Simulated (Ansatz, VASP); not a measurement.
# Si5Ni: VASP beside Ansatz

```
Si Ni
1.0
     7.16145   -0.05056   -0.02729
    -0.05056    7.13657   -0.22139
    -0.02729   -0.22139    7.06437
Si Ni
20 4
Direct
  0.73826 0.49045 0.69012
  0.28804 0.37919 0.95590
  0.78619 0.95742 0.49314
  0.41867 0.69676 0.21642
  0.64158 0.52553 0.03646
  0.97153 0.25688 0.48301
  0.85387 0.88359 0.12795
  0.54866 0.17689 0.56086
  0.78536 0.78216 0.79081
  0.84310 0.22014 0.17517
  0.92292 0.24211 0.82772
  0.16387 0.11744 0.13861
  0.10378 0.77417 0.76632
  0.27682 0.37358 0.55692
  0.46817 0.85146 0.87690
  0.51444 0.08334 0.22731
  0.12691 0.94978 0.48244
  0.48892 0.69419 0.57564
  0.88213 0.57946 0.35485
  0.04342 0.50260 0.06950
  0.16916 0.65710 0.49656
  0.63310 0.19693 0.88347
  0.16943 0.77841 0.07129
  0.21502 0.07538 0.78456
```

Alike in both runs: task single point; functional PBE; k mesh 3 × 3 × 3; occupations fermi-dirac, width 0.1525 eV; no spin polarisation.

|  | VASP | Ansatz |
| --- | --- | --- |
| version | VASP 6.6.1 | Ansatz 0.2.0 |
| potentials or method | VASP PAW PBE potentials, release 64 (Si, Ni), cutoff 520 eV | scalar-relativistic, plane waves, PAW |
| valence electrons in the cell | 120 | 152 |

```csv
,VASP,Ansatz,Ansatz less VASP
gap on the k mesh at the Fermi level (eV),none,none,-
rms of the force components (eV/Å),1.045,1.046,+0.0011
```

Atom by atom the forces differ by 0.008 eV/Å (rms over components). A gap of «none» marks a metal or a gap that the smearing closes. VASP's potentials hold 120 valence electrons a cell and Ansatz's 152, so a difference there can come from the potentials and not from the codes.
